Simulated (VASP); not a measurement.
# Cr (Im-3m) in VASP: notebook, part 2 of 2

VASP 6.6.1.

## (3) Single point, r2SCAN

This run uses another cell than the first one, of 10.98 Å³/atom, 1.033 times its volume.

Contents of POSCAR:

```
Cr
1.0
   -1.4000709687      1.4000709687      1.4000709687
    1.4000709687     -1.4000709687      1.4000709687
    1.4000709687      1.4000709687     -1.4000709687
Cr
1
Direct
    0.0000000000      0.0000000000      0.0000000000
```

Contents of INCAR.step1:

```
PREC = Accurate ; ENCUT = 550
ISMEAR = -1 ; SIGMA = 0.1
LREAL = False ; LASPH = True
NELM = 120 ; NBANDS = 12
GGA = PE ; ALGO = Normal
EDIFF = 1E-5 ; LWAVE = True
LCHARG = False ; GGA_COMPAT = False
```

Contents of INCAR.step2:

```
PREC = Accurate ; ENCUT = 550
EDIFF = 1E-6 ; ISMEAR = -1
SIGMA = 0.1 ; LREAL = False
LASPH = True ; NELM = 120
ALGO = Normal ; ISIF = 2
LWAVE = False ; LCHARG = True
METAGGA = R2SCAN ; LMIXTAU = True
LELF = True ; LVHAR = True
NBANDS = 12 ; ISTART = 1
GGA_COMPAT = False
```

Contents of KPOINTS:

```
regular mesh
0
Gamma
  17 17 17
```

Potentials or basis: VASP PAW PBE potentials, release 64 (Cr_pv).

On the command line:

```sh
cat potpaw_PBE.64/Cr_pv/POTCAR > POTCAR
cp INCAR.step1 INCAR
mpirun -np 1 vasp_std > vasp.out
cp INCAR.step2 INCAR
mpirun -np 1 vasp_std > vasp.out
```

OUTCAR:

```text
PREC = Accurate
   ENCUT = 550
   EDIFF = 1E-6
   ISMEAR = -1
   LREAL = False
   LASPH = True
   NELM = 120
   ISIF = 2
   METAGGA = R2SCAN
   ISTART = 1

 ion  position               nearest neighbor table
   1  0.000  0.000  0.000-

  LATTYP: Found a body centered cubic cell.
 ALAT       =     2.8001419374

  Lattice vectors:

 A1 = (  -1.4000709687,   1.4000709687,   1.4000709687)
 A2 = (   1.4000709687,  -1.4000709687,   1.4000709687)
 A3 = (   1.4000709687,   1.4000709687,  -1.4000709687)

Analysis of symmetry for initial positions (statically):
=====================================================================
 Subroutine PRICEL returns:
 Original cell was already a primitive cell.

 Routine SETGRP: Setting up the symmetry group for a
 body centered cubic supercell.

 Subroutine GETGRP returns: Found 48 space group operations
 (whereof 48 operations were pure point group operations)
 out of a pool of 48 trial point group operations.

The static configuration has the point symmetry O_h .

Analysis of symmetry for dynamics (positions and initial velocities):
=====================================================================
 Subroutine PRICEL returns:
 Original cell was already a primitive cell.

 Routine SETGRP: Setting up the symmetry group for a
 body centered cubic supercell.

 Subroutine GETGRP returns: Found 48 space group operations
 (whereof 48 operations were pure point group operations)
 out of a pool of 48 trial point group operations.

The dynamic configuration has the point symmetry O_h .

 Subroutine INISYM returns: Found 48 space group operations
 (whereof 48 operations are pure point group operations),
 and found     1 'primitive' translations

----------------------------------------------------------------------------------------

                                     Primitive cell

  volume of cell :      10.9777

  direct lattice vectors                    reciprocal lattice vectors
    -1.400070969  1.400070969  1.400070969     0.000000000  0.357124754  0.357124754
     1.400070969 -1.400070969  1.400070969     0.357124754  0.000000000  0.357124754
     1.400070969  1.400070969 -1.400070969     0.357124754  0.357124754  0.000000000

  length of vectors
     2.424994052  2.424994052  2.424994052     0.505050670  0.505050670  0.505050670

  position of ions in fractional coordinates (direct lattice)
     0.000000000  0.000000000  0.000000000

  ion indices of the primitive-cell ions
   primitive index   ion index
                 1           1

----------------------------------------------------------------------------------------

 KPOINTS: regular mesh

Automatic generation of k-mesh.
 Grid dimensions read from file:
 generate k-points for:   17   17   17

 Generating k-lattice:

  Cartesian coordinates                     Fractional coordinates (reciprocal lattice)
     0.000000000  0.021007338  0.021007338     0.058823529  0.000000000  0.000000000
     0.021007338  0.000000000  0.021007338     0.000000000  0.058823529  0.000000000
     0.021007338  0.021007338  0.000000000     0.000000000  0.000000000  0.058823529

  Length of vectors
     0.029708863  0.029708863  0.029708863

  Shift w.r.t. Gamma in fractional coordinates (k-lattice)
     0.000000000  0.000000000  0.000000000

 Subroutine IBZKPT returns following result:
 ===========================================

 Found    165 irreducible k-points:

 Following reciprocal coordinates:
            Coordinates               Weight
  0.000000  0.000000  0.000000      1.000000
  0.058824  0.000000  0.000000     12.000000
  0.117647  0.000000  0.000000     12.000000
  0.176471  0.000000  0.000000     12.000000
  0.235294  0.000000  0.000000     12.000000
  0.294118  0.000000  0.000000     12.000000
[... 16 lines left out ...]
  0.411765  0.117647  0.000000     48.000000
  0.176471  0.176471  0.000000     24.000000
 [... further k-points ...]
   k-points           NKPTS =    165   k-points in BZ     NKDIM =    165   number of bands    NBANDS=     12
   number of dos      NEDOS =    301   number of ions     NIONS =      1
   total plane-waves  NPLWV =   8000
   dimension x,y,z NGX =    20 NGY =   20 NGZ =   20
   dimension x,y,z NGXF=    40 NGYF=   40 NGZF=   40
   ions per type =               1
   NGX,Y,Z   is equivalent  to a cutoff of  13.71, 13.71, 13.71 a.u.
   NGXF,Y,Z  is equivalent  to a cutoff of  27.42, 27.42, 27.42 a.u.
 SYSTEM =  unknown system
   PREC   = accura    normal or accurate (medium, high low for compatibility)
   ISTART =      1    job   : 0-new  1-cont  2-samecut
   ICHARG =      0    charge: 1-file 2-atom 10-const
   ISPIN  =      1    spin polarized calculation?
   LNONCOLLINEAR =      F non collinear calculations
   LSORBIT =      F    spin-orbit coupling
   LASPH  =      T    aspherical Exc in radial PAW
   ENCUT  =  550.0 eV  40.42 Ry    6.36 a.u.   4.64  4.64  4.64*2*pi/ulx,y,z
   NELM   =    120;   NELMIN=  2; NELMDL=  0     # of ELM steps
   EDIFF  = 0.1E-05   stopping-criterion for ELM
   LREAL  =      F    real-space projection
   EDIFFG = 0.1E-04   stopping-criterion for IOM
   NSW    =      0    number of steps for IOM
   IBRION =     -1    ionic relax: 0-MD 1-quasi-New 2-CG
   NFREE  =      0    steps in history (QN), initial steepest desc. (CG)
   ISIF   =      2    stress and relaxation
   ISYM   =      2    0-nonsym 1-usesym 2-fastsym
   POTIM  = 0.5000    time-step for ionic-motion
   TEBEG  =    0.0;   TEEND  =   0.0 temperature during run
   PSTRESS=    0.0 pullay stress
   NELECT =      12.0000    total number of electrons
   NUPDOWN=      -1.0000    fix difference up-down
   EMIN   =  10.00;   EMAX   =-10.00  energy-range for DOS
   EFERMI =   0.00;   METHOD = LEGACY
   ISMEAR =    -1;   SIGMA  =   0.10  broadening in eV -4-tet -1-fermi 0-gaus
   EFERMI_NEDOS =   21; number of points for ismear=-14 and -15
   IALGO  =     38    algorithm
   IMIX   =      4    mixing-type and parameters
     AMIX     =   0.40;   BMIX     =  1.00
     AMIX_MAG =   1.60;   BMIX_MAG =  1.00
  volume/ion in A,a.u.               =      10.98        74.08
  Fermi-wavevector in a.u.,A,eV,Ry     =   1.686418  3.186868 38.695041  2.844005
  Thomas-Fermi vector in A             =   2.769086
   LORBIT       =      0    0 simple, 1 ext, 2 COOP (PROOUT), +10 PAW based schemes
   METAGGA = R2SCAN    functional components
   LHFCALC =     F    Hartree Fock is set to
   AEXX    =    0.0000 exact exchange contribution
   IVDW    =     0    specifies the selected vdW correction
   LEPSILON=     F    determine dielectric tensor
   LRPA    =     F    only Hartree local field effects (RPA)
 non-spin polarized calculation
  energy-cutoff  :      550.00
  volume of cell :       10.98
 maximum number of plane-waves:       333
   NGX =  9   NGY =  9   NGZ =  9

 number of electron      12.0000009 magnetization

 Free energy of the ion-electron system (eV)
  ---------------------------------------------------
  ext. energy  EPLUGINS =         0.00000000
  ---------------------------------------------------
  free energy    TOTEN  =       -14.80623000 eV

  energy without entropy =      -14.78684671  energy(sigma->0) =      -14.79653836

 E-fermi :  11.6922     XC(G=0): -15.3229

 val. band max:       11.6836611790   @ k =  -0.2941   0.3529   0.1765
 cond. band min:      11.7542075893   @ k =  -0.2941   0.3529   0.2353
 fundamental gap:      0.0705464103
 Fermi energy:        11.6922153119

 k-point     1 :       0.0000    0.0000    0.0000
  band No.  band energies     occupation
      1     -32.5908      2.00000
      2     -32.5908      2.00000
      3     -32.5908      2.00000
      4       3.0625      2.00000
      5      10.6374      1.99995
      6      10.6374      1.99995
      7      10.6374      1.99995
      8      13.1461      0.00000
      9      13.1461      0.00000
     10      14.9606      0.00000
     11      35.1578      0.00000
     12      35.1578      0.00000
[... 331 lines left out ...]
 k-point    24 :       0.1765    0.1765    0.0000
  band No.  band energies     occupation
      1     -33.3084      2.00000
      2     -32.8220      2.00000
      3     -32.6634      2.00000
      4       6.5678      2.00000
      5       9.5479      2.00000
      6       9.7333      2.00000
      7      12.5201      0.00051
      8      13.3975      0.00000
      9      13.7584      0.00000
     10      14.9616      0.00000
     11      29.0745      0.00000
     12      30.1385      0.00000

 [... further k-points ...]

------------------------ aborting loop because EDIFF is reached ----------------------------------------

  FORCE on cell =-STRESS in cart. coord.  units (eV):
  Direction    XX          YY          ZZ          XY          YZ          ZX
  --------------------------------------------------------------------------------------
  -------------------------------------------------------------------------------------
  Total        0.6780510      0.6780510      0.6780510      0.0000000      0.0000000      0.0000000
  in kB       98.9607058     98.9607058     98.9607058      0.0000000      0.0000000      0.0000000
  external PRESSURE =      98.9607058 kB  Pullay stress =       0.0000000 kB

 VOLUME and BASIS-vectors are now :
 -----------------------------------------------------------------------------
  energy-cutoff  :      550.00
  volume of cell :       10.98
      direct lattice vectors                 reciprocal lattice vectors
    -1.400070969  1.400070969  1.400070969     0.000000000  0.357124754  0.357124754
     1.400070969 -1.400070969  1.400070969     0.357124754  0.000000000  0.357124754
     1.400070969  1.400070969 -1.400070969     0.357124754  0.357124754  0.000000000

 POSITION                                       TOTAL-FORCE (eV/Angst)
 -----------------------------------------------------------------------------------
      0.00000      0.00000      0.00000         0.000000     -0.000000      0.000000
 -----------------------------------------------------------------------------------
    total drift:                                0.000000     -0.000000      0.000000

  FREE ENERGIE OF THE ION-ELECTRON SYSTEM (eV)
  ---------------------------------------------------
  free  energy   TOTEN  =       -14.8062300040 eV

  energy  without entropy=      -14.7868467067  energy(sigma->0) =      -14.79653836
```

Run time: 2.5 min. Hardware: 1 thread of Intel Xeon 8259CL, shared host; peak memory 0.15 GiB.

What came out:

```yaml
Free_energy: -14.8062 eV
Pressure: 9.9 GPa
Band_gap_on_the_k_mesh: zero (band 6 reaches 14.24 eV, above the bottom of band 7 at 10.64 eV)
```

Caveat: the PAW data sets were made with another functional, which shifts forces and pressure a little; the run has no spin polarisation, though such a crystal can be magnetic.

## (4) Single point, r2SCAN

This run uses another cell than the first one, of 11.32 Å³/atom, 1.065 times its volume.

Contents of POSCAR:

```
Cr
1.0
   -1.4146560909      1.4146560909      1.4146560909
    1.4146560909     -1.4146560909      1.4146560909
    1.4146560909      1.4146560909     -1.4146560909
Cr
1
Direct
    0.0000000000      0.0000000000      0.0000000000
```

Contents of INCAR.step1:

```
PREC = Accurate
ENCUT = 550
ISMEAR = -1
SIGMA = 0.1
LREAL = F
LASPH = T
NELM = 120
NBANDS = 12
GGA = PE
ALGO = Normal
EDIFF = 1E-5
LWAVE = T
LCHARG = F
GGA_COMPAT = F
```

Contents of INCAR.step2:

```
PREC = Accurate
ENCUT = 550
EDIFF = 1E-6
ISMEAR = -1
SIGMA = 0.1
LREAL = F
LASPH = T
NELM = 120
ALGO = Normal
ISIF = 2
LWAVE = F
LCHARG = F
METAGGA = R2SCAN
LMIXTAU = T
NBANDS = 12
ISTART = 1
GGA_COMPAT = F
```

KPOINTS is that of step 3.

Potentials or basis: VASP PAW PBE potentials, release 64 (Cr_pv).

On the command line:

```sh
cat potpaw_PBE.64/Cr_pv/POTCAR > POTCAR
cp INCAR.step1 INCAR
mpirun -np 1 vasp_std > vasp.out
cp INCAR.step2 INCAR
mpirun -np 1 vasp_std > vasp.out
```

OUTCAR:

```text
PREC = Accurate
   ENCUT = 550
   EDIFF = 1E-6
   ISMEAR = -1
   LREAL = F
   LASPH = T
   NELM = 120
   ISIF = 2
   METAGGA = R2SCAN
   ISTART = 1

 ion  position               nearest neighbor table
   1  0.000  0.000  0.000-

  LATTYP: Found a body centered cubic cell.
 ALAT       =     2.8293121818

  Lattice vectors:

 A1 = (  -1.4146560909,   1.4146560909,   1.4146560909)
 A2 = (   1.4146560909,  -1.4146560909,   1.4146560909)
[... 537 lines left out ...]
     11      28.2240      0.00000
     12      29.2735      0.00000

 [... further k-points ...]

------------------------ aborting loop because EDIFF is reached ----------------------------------------

  FORCE on cell =-STRESS in cart. coord.  units (eV):
  Direction    XX          YY          ZZ          XY          YZ          ZX
  --------------------------------------------------------------------------------------
  -------------------------------------------------------------------------------------
  Total        0.0367208      0.0367208      0.0367208      0.0000000      0.0000000      0.0000000
  in kB        5.1952943      5.1952943      5.1952943      0.0000000      0.0000000      0.0000000
  external PRESSURE =       5.1952943 kB  Pullay stress =       0.0000000 kB

 VOLUME and BASIS-vectors are now :
 -----------------------------------------------------------------------------
  energy-cutoff  :      550.00
  volume of cell :       11.32
      direct lattice vectors                 reciprocal lattice vectors
    -1.414656091  1.414656091  1.414656091     0.000000000  0.353442793  0.353442793
     1.414656091 -1.414656091  1.414656091     0.353442793  0.000000000  0.353442793
     1.414656091  1.414656091 -1.414656091     0.353442793  0.353442793  0.000000000

 POSITION                                       TOTAL-FORCE (eV/Angst)
 -----------------------------------------------------------------------------------
      0.00000      0.00000      0.00000         0.000000     -0.000000     -0.000000
 -----------------------------------------------------------------------------------
    total drift:                                0.000000     -0.000000      0.000000

  FREE ENERGIE OF THE ION-ELECTRON SYSTEM (eV)
  ---------------------------------------------------
  free  energy   TOTEN  =       -14.8174158393 eV

  energy  without entropy=      -14.7971240705  energy(sigma->0) =      -14.80726995
```

OUTCAR.step1:

```text
PREC = Accurate
   ENCUT = 550
   ISMEAR = -1
   LREAL = F
   LASPH = T
   NELM = 120
[... 573 lines left out ...]

 POSITION                                       TOTAL-FORCE (eV/Angst)
 -----------------------------------------------------------------------------------
      0.00000      0.00000      0.00000        -0.000000     -0.000000      0.000000
 -----------------------------------------------------------------------------------
    total drift:                                0.000000     -0.000000      0.000000

  FREE ENERGIE OF THE ION-ELECTRON SYSTEM (eV)
  ---------------------------------------------------
  free  energy   TOTEN  =        -9.5260262179 eV

  energy  without entropy=       -9.5042358476  energy(sigma->0) =       -9.51513103
```

OSZICAR.step1:

```text
N       E                     dE             d eps       ncg     rms          rms(c)
DAV:   1     0.826926799130E+02    0.82693E+02   -0.72492E+03  3976   0.125E+03
DAV:   2    -0.989570306198E+01   -0.92588E+02   -0.89143E+02  4040   0.304E+02
DAV:   3    -0.111577895187E+02   -0.12621E+01   -0.12560E+01  4364   0.424E+01
DAV:   4    -0.111642159069E+02   -0.64264E-02   -0.64262E-02  4208   0.304E+00
DAV:   5    -0.111642924161E+02   -0.76509E-04   -0.76510E-04  4320   0.305E-01    0.132E+01
DAV:   6    -0.955314031624E+01    0.16112E+01   -0.42008E+00  4148   0.349E+01    0.192E+00
DAV:   7    -0.953615857024E+01    0.16982E-01   -0.46735E-02  4080   0.290E+00    0.103E+00
DAV:   8    -0.952602248945E+01    0.10136E-01   -0.25539E-03  4300   0.819E-01    0.125E-01
DAV:   9    -0.952603433944E+01   -0.11850E-04   -0.41008E-04  4024   0.316E-01    0.350E-02
DAV:  10    -0.952602621788E+01    0.81216E-05   -0.11040E-05  2440   0.600E-02
   1 F= -.95260262E+01 E0= -.95151310E+01  d E =-.217904E-01
```

Run time: 2.1 min. Hardware: 1 thread of Intel Xeon 8259CL, shared host; peak memory 0.14 GiB.

Results:

| Property | Result |
| --- | --- |
| Free energy | -14.8174 eV |
| Pressure | 0.5 GPa |
| Band gap on the k mesh | zero (band 6 reaches 13.66 eV, above the bottom of band 7 at 10.22 eV) |

Levels at points of the mesh, in eV from the Fermi level:
```
           k point  band 3  band 4  band 5  band 6  band 7  band 8  band 9  band 10
(0.00, 0.00, 0.00)  -44.33   -8.51   -1.01   -1.01   -1.01    1.42    1.42     3.20
```

Caveat: the PAW data sets were made with another functional, which shifts forces and pressure a little; the run has no spin polarisation, though such a crystal can be magnetic. Spin polarisation is off, so any magnetic state and its effect on volume and gap are missing.

## (5) Overview

| cell | gap on the mesh (eV) | pressure (GPa) |
| --- | --- | --- |
| a = 2.399 Å, angles 109.5°, 1 atom | none | 20.8 |
| a = 2.425 Å, angles 109.5°, 1 atom | none | 9.9 |
| a = 2.450 Å, angles 109.5°, 1 atom | none | 0.5 |

Alike in all rows: task single point; level r2SCAN; potentials or basis VASP PAW PBE potentials, release 64 (Cr_pv); no spin polarisation; k mesh 17 × 17 × 17; cutoff (eV) 550; smearing fermi-dirac 0.1 eV.

Caveats: the PAW data sets were made with another functional, which shifts forces and pressure a little; the run has no spin polarisation, though such a crystal can be magnetic.

Absolute energies hang on the potentials; compare differences alone.
